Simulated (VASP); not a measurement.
A run of VASP 6.6.1 is set up as follows.

File INCAR:

```
ALGO = Normal
EDIFF = 1E-6
ENCUT = 520
GGA = PE
ISIF = 2
ISMEAR = 0
LASPH = True
LCHARG = False
LREAL = False
LWAVE = False
NBANDS = 50
NELM = 100
PREC = Accurate
SIGMA = 0.02
```

Contents of KPOINTS:

```
k-points
0
Gamma
  8 8 8
```

File POSCAR:

```
SnPb3O4
1.0
   -2.8305158839      2.8305158839      5.4196776375
    2.8305158839     -2.8305158839      5.4196776375
    2.8305158839      2.8305158839     -5.4196776375
Sn Pb O
1 3 4
Direct
    0.8505703064      0.8505703064      0.0000000000
    0.6381622794      0.1381622794      0.5000000000
    0.1381622794      0.6381622794      0.5000000000
    0.3627137093      0.3627137093      0.0000000000
    0.9971774937      0.9971774937      0.4891592746
    0.5080182191      0.5080182191      0.5108407254
    0.9971774937      0.5080182191      0.0000000000
    0.5080182191      0.9971774937      0.0000000000
```

Potentials or basis: VASP PAW PBE potentials, release 64 (Sn_d, Pb_d, O).

Launch:

```bash
$ cat potpaw_PBE.64/Sn_d/POTCAR potpaw_PBE.64/Pb_d/POTCAR potpaw_PBE.64/O/POTCAR > POTCAR
$ mpirun -np 1 vasp_std > vasp.out
```

**Question.** What does it give for the band gap on the k mesh?

**Answer.** 1.33 eV (least direct gap 1.79 eV).

**Question.** Estimate the largest force.

**Answer.** 0.068 eV/Å.

Forces in eV/Å, atoms in the order of the input:
```
Sn   0.000  0.000  0.068
Pb   0.000  0.000 -0.041
Pb   0.000  0.000 -0.041
Pb   0.000  0.000  0.036
O    0.004  0.004 -0.006
O   -0.004 -0.004 -0.006
O   -0.004  0.004 -0.006
O    0.004 -0.004 -0.006
```

Caveat: spin-orbit coupling is left out, which moves the levels of the heavy elements. A k mesh can miss the band edges.
